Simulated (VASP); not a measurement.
A run of VASP 6.6.1:

Contents of INCAR:

```
PREC = Accurate
ENCUT = 600
EDIFF = 1E-7
ISMEAR = 0
SIGMA = 0.02
LREAL = F
LASPH = T
NELM = 100
ALGO = Normal
ISIF = 3
LWAVE = F
LCHARG = F
GGA = PE
IBRION = 2
NSW = 100
EDIFFG = -0.005
```

File KPOINTS:

```
regular mesh
0
Gamma
  12 12 2
```

File POSCAR:

```
MoS2
1.0
    3.1850687516      0.0000000029      0.0000000000
   -1.5925343783      2.7583504502      0.0000000000
    0.0000000000      0.0000000000     14.8079759480
Mo S
2 4
Direct
    0.6666666667      0.3333333333      0.2500000000
    0.3333333333      0.6666666667      0.7500000000
    0.6666666667      0.3333333333      0.6444802123
    0.3333333333      0.6666666667      0.3555197877
    0.6666666667      0.3333333333      0.8555197877
    0.3333333333      0.6666666667      0.1444802123
```

Potentials or basis: VASP PAW PBE potentials, release 64 (Mo_sv, S).

Launch:

```sh
$ cat potpaw_PBE.64/Mo_sv/POTCAR potpaw_PBE.64/S/POTCAR > POTCAR
$ mpirun -np 1 vasp_std > vasp.out
```

Hardware: 1 thread of Intel Xeon 8259CL, on a shared host.

Estimate the wall time of this run.

Wall time 28 min on 1 thread of Intel Xeon 8259CL (shared host), peak memory 0.4 GiB. Counts: scf iterations 38, k points 38, ion steps 4.
